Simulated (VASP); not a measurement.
# TaN (P1) in VASP: single point with PBE

Aim: the single point of TaN with PBE.

All numbers are computed with VASP 6.6.1; they aren't measurements. Logs are shortened: lines on timing, memory, paths and dates and some standing lists are left out, and cuts for length are marked.

## Step 1: The cell of the first run

The typed cell holds 16 atoms: a = 5.880 Å, b = 5.092 Å, c = 5.780 Å, α = 90.00°, β = 90.00°, γ = 90.00°.

## Step 2: Single point, PBE

INCAR

```
SYSTEM = TaN
ALGO = Normal
EDIFF = 1E-6
ENCUT = 520
GGA = PE
ISIF = 2
ISMEAR = -1
LASPH = .True.
LCHARG = .False.
LREAL = Auto
LWAVE = .False.
NBANDS = 78
NELM = 80
PREC = Accurate
SIGMA = 0.17
```

KPOINTS

```
k-points
0
Gamma
  2 2 2
  0 0 0
```

POSCAR

```
TaN
1.0
   -2.9399420000     -5.0921290000      0.0000000000
    4.4099130000     -2.5460650000      0.0000000000
    0.0000000000      0.0000000000      5.7803500000
Ta N
8 8
Direct
    0.7586910559      0.5125742164      0.2155751814
    0.7440825381      0.5109986309      0.7235375021
    0.5165551901     -0.0028929598      0.2302282734
    0.5030467297     -0.0096536579      0.7365816949
    0.2434898971      0.5056893810      0.2251420762
    0.2507086418      0.5002068897      0.7233472022
    0.0155241339      0.0015510631      0.2292248739
    0.0055106037      0.0124267429      0.7181226050
    0.4996130274      0.6767329249     -0.0165733909
    0.5265869588      0.7063257522      0.4642452447
    0.2441299045      0.1799871698     -0.0270571851
    0.2231785855      0.1859519897      0.4848149334
   -0.0002850271      0.6838597580     -0.0277837847
   -0.0001378166      0.6801482994      0.4804899357
    0.7507100601      0.1840045451     -0.0076984958
    0.7541244801      0.1957141178      0.4659752437
```

Potentials or basis: VASP PAW PBE potentials, release 64 (Ta_pv, N).

Command:

```
> cat potpaw_PBE.64/Ta_pv/POTCAR potpaw_PBE.64/N/POTCAR > POTCAR
> mpirun -np 1 vasp_std > vasp.out
```

OUTCAR:

```text
SYSTEM = TaN
   EDIFF = 1E-6
   ENCUT = 520
   GGA = PE
   ISIF = 2
   ISMEAR = -1
   LASPH = .True.
   LREAL = Auto
   NELM = 80
   PREC = Accurate

 ion  position               nearest neighbor table
   1  0.759  0.513  0.216-  15 2.11  16 2.17  13 2.18   9 2.20  10 2.21  14 2.25   2 2.85   3 2.85
                             5 2.85   7 2.91   2 2.94   3 2.99   7 3.01   5 3.03
   2  0.744  0.511  0.724-  16 2.19  10 2.21  14 2.23   9 2.24  13 2.26  15 2.28   4 2.82   1 2.85
                             6 2.90   1 2.94   8 2.97   6 2.98   8 2.98   4 3.01
   3  0.517  0.997  0.230-  10 2.01  15 2.17   9 2.17  16 2.20  11 2.38  12 2.46   1 2.85   4 2.85
                             4 2.93   7 2.93   7 2.95   5 2.97   1 2.99   5 3.05
   4  0.503  0.990  0.737-   9 2.14  10 2.14  11 2.26  15 2.30  16 2.39  12 2.41   2 2.82   3 2.85
                             6 2.90   3 2.93   8 2.93   8 2.96   6 2.99   2 3.01
   5  0.243  0.506  0.225-  11 2.21  12 2.22   9 2.23  13 2.24  14 2.24  10 2.39   1 2.85   7 2.86
                             6 2.88   7 2.90   6 2.90   3 2.97   1 3.03   3 3.05
   6  0.251  0.500  0.723-  12 2.12  11 2.18  14 2.23  13 2.26   9 2.28  10 2.44   8 2.87   5 2.88
                             5 2.90   2 2.90   4 2.90   2 2.98   8 2.98   4 2.99
   7  0.016  0.002  0.229-  12 2.13  14 2.19  11 2.20  13 2.20  15 2.27  16 2.28   8 2.83   5 2.86
                             5 2.90   1 2.91   3 2.93   3 2.95   8 2.96   1 3.01
   8  0.006  0.012  0.718-  12 2.06  14 2.18  11 2.21  13 2.23  16 2.28  15 2.35   7 2.83   6 2.87
                             4 2.93   7 2.96   4 2.96   2 2.97   6 2.98   2 2.98
   9  0.500  0.677  0.983-   4 2.14   3 2.17   1 2.20   5 2.23   2 2.24   6 2.28
  10  0.527  0.706  0.464-   3 2.01   4 2.14   2 2.21   1 2.21   5 2.39   6 2.44
  11  0.244  0.180  0.973-   6 2.18   7 2.20   8 2.21   5 2.21   4 2.26   3 2.38
  12  0.223  0.186  0.485-   8 2.06   6 2.12   7 2.13   5 2.22   4 2.41   3 2.46
  13  1.000  0.684  0.972-   1 2.18   7 2.20   8 2.23   5 2.24   2 2.26   6 2.26
  14  1.000  0.680  0.480-   8 2.18   7 2.19   2 2.23   6 2.23   5 2.24   1 2.25
  15  0.751  0.184  0.992-   1 2.11   3 2.17   7 2.27   2 2.28   4 2.30   8 2.35
  16  0.754  0.196  0.466-   1 2.17   2 2.19   3 2.20   8 2.28   7 2.28   4 2.39

  LATTYP: Found a simple orthorhombic cell.
 ALAT       =     5.0921291865
 B/A-ratio  =     1.1351538400
 C/A-ratio  =     1.1547004913

  Lattice vectors:

 A1 = (   4.4099130000,  -2.5460650000,   0.0000000000)
 A2 = (   0.0000000000,   0.0000000000,   5.7803500000)
 A3 = (  -2.9399420000,  -5.0921290000,   0.0000000000)

Analysis of symmetry for initial positions (statically):
=====================================================================
 Subroutine PRICEL returns:
 Original cell was already a primitive cell.

 Routine SETGRP: Setting up the symmetry group for a
 simple orthorhombic supercell.

 Subroutine GETGRP returns: Found  1 space group operations
 (whereof  1 operations were pure point group operations)
 out of a pool of  8 trial point group operations.
[... 140 lines left out ...]
   EFERMI =   0.00;   METHOD = LEGACY
   ISMEAR =    -1;   SIGMA  =   0.17  broadening in eV -4-tet -1-fermi 0-gaus
   EFERMI_NEDOS =   21; number of points for ismear=-14 and -15
   IALGO  =     38    algorithm
   IMIX   =      4    mixing-type and parameters
     AMIX     =   0.40;   BMIX     =  1.00
     AMIX_MAG =   1.60;   BMIX_MAG =  1.00
  volume/ion in A,a.u.               =      10.82        73.00
  Fermi-wavevector in a.u.,A,eV,Ry     =   1.480485  2.797711 29.821742  2.191836
  Thomas-Fermi vector in A             =   2.594513
   LORBIT       =      0    0 simple, 1 ext, 2 COOP (PROOUT), +10 PAW based schemes
   GGA     = PE    functional components
   LHFCALC =     F    Hartree Fock is set to
   AEXX    =    0.0000 exact exchange contribution
   IVDW    =     0    specifies the selected vdW correction
   LEPSILON=     F    determine dielectric tensor
   LRPA    =     F    only Hartree local field effects (RPA)
 non-spin polarized calculation
  energy-cutoff  :      520.00
  volume of cell :      173.07
 maximum number of plane-waves:      4674
 NGX is ok and might be reduce to    48
   NGX = 21   NGY = 19   NGZ = 21

 number of electron     127.9999999 magnetization

 Free energy of the ion-electron system (eV)
  ---------------------------------------------------
  ext. energy  EPLUGINS =         0.00000000
  ---------------------------------------------------
  free energy    TOTEN  =      -177.38126837 eV

  energy without entropy =     -177.20758933  energy(sigma->0) =     -177.29442885

 E-fermi :   8.3110     XC(G=0): -13.3115

 val. band max:        8.1462904170   @ k =   0.0000   0.0000   0.0000
 cond. band min:       8.7144533164   @ k =   0.0000   0.0000   0.5000
 fundamental gap:      0.5681628994
 Fermi energy:         8.3109525369

 k-point     1 :       0.0000    0.0000    0.0000
  band No.  band energies     occupation
      1     -27.5391      2.00000
      2     -27.4257      2.00000
      3     -27.2982      2.00000
      4     -27.2716      2.00000
      5     -27.2629      2.00000
      6     -27.2510      2.00000
[... 621 lines left out ...]
     75      11.5993      0.00000
     76      11.6268      0.00000
 [bands above 76 left out]

------------------------ aborting loop because EDIFF is reached ----------------------------------------

  FORCE on cell =-STRESS in cart. coord.  units (eV):
  Direction    XX          YY          ZZ          XY          YZ          ZX
  --------------------------------------------------------------------------------------
  -------------------------------------------------------------------------------------
  Total        7.9010462      9.5740526     11.6851057     -0.5742280      1.2225663     -0.3021429
  in kB       73.1430168     88.6306795    108.1735086     -5.3158487     11.3177659     -2.7970529
  external PRESSURE =      89.9824016 kB  Pullay stress =       0.0000000 kB

 VOLUME and BASIS-vectors are now :
 -----------------------------------------------------------------------------
  energy-cutoff  :      520.00
  volume of cell :      173.07
      direct lattice vectors                 reciprocal lattice vectors
    -2.939942000 -5.092129000  0.000000000    -0.085035704 -0.147286128  0.000000000
     4.409913000 -2.546065000  0.000000000     0.170071374 -0.098190752  0.000000000
     0.000000000  0.000000000  5.780350000     0.000000000  0.000000000  0.172999905

 POSITION                                       TOTAL-FORCE (eV/Angst)
 -----------------------------------------------------------------------------------
      0.02990     -5.16840      1.24610         0.060916      0.764685      1.688756
      0.06590     -5.09000      4.18230        -0.895189     -0.756743     -0.048631
      2.87851     -5.16906      1.33080         3.438942     -0.162204     -0.745365
      2.88841     -5.08307      4.25770         2.748625     -1.494737     -1.346775
      1.51420     -2.52740      1.30140        -0.643426     -1.468915      0.114617
      1.46880     -2.55020      4.18120         1.136650     -0.294948      0.504139
[... 8 lines left out ...]
     -1.39560     -4.29120      5.73585        -1.094379      0.125392     -1.703160
     -1.35400     -4.33840      2.69350        -1.063225      0.733618      0.837985
 -----------------------------------------------------------------------------------
    total drift:                                0.001989     -0.003416     -0.001019

  FREE ENERGIE OF THE ION-ELECTRON SYSTEM (eV)
  ---------------------------------------------------
  free  energy   TOTEN  =      -177.3812683717 eV

  energy  without entropy=     -177.2075893250  energy(sigma->0) =     -177.29442885
```

stdout:

```text
POSCAR found type information on POSCAR TaN
 POSCAR found :  2 types and      16 ions
 scaLAPACK will be used
 LDA part: xc-table for (Slater+PW92), standard interpolation
 POSCAR, INCAR and KPOINTS ok, starting setup
 FFT: planning ... GRIDC
 FFT: planning ... GRID_SOFT
 FFT: planning ... GRID
 WAVECAR not read
 entering main loop
```

Run time: 2.7 min. Hardware: 1 thread of AMD EPYC 7R13 (Zen 3), shared host; peak memory 0.29 GiB.

Results:

| Property | Result |
| --- | --- |
| Free energy | -177.3813 eV |
| Pressure | 9.0 GPa |
| Largest force | 3.649 eV/Å |

Forces in eV/Å, atoms in the order of the input:
```
Ta   0.061  0.765  1.689
Ta  -0.895 -0.757 -0.049
Ta   3.439 -0.162 -0.745
Ta   2.749 -1.495 -1.347
Ta  -0.643 -1.469  0.115
Ta   1.137 -0.295  0.504
Ta   2.201  0.829 -1.010
Ta   0.405  1.470  2.042
N   -0.593  0.158 -0.555
N   -1.876  2.751  1.493
N   -0.813 -0.179  0.217
N   -1.712 -2.257 -0.911
N   -0.802 -0.003 -0.166
N   -0.499 -0.214 -0.412
N   -1.094  0.125 -1.703
N   -1.063  0.734  0.838
```

Stress tensor (GPa, compression positive):
```
 7.31 -0.53 -0.28
-0.53  8.86  1.13
-0.28  1.13 10.82
```

Caveat: the k points lie up to 0.62 Å⁻¹ apart; the atoms stand as in a frame of molecular dynamics; spin-orbit coupling is left out, which moves the levels of the heavy elements; forces of over 1 eV/Å act on the atoms, so gaps and moduli don't describe the material at rest.
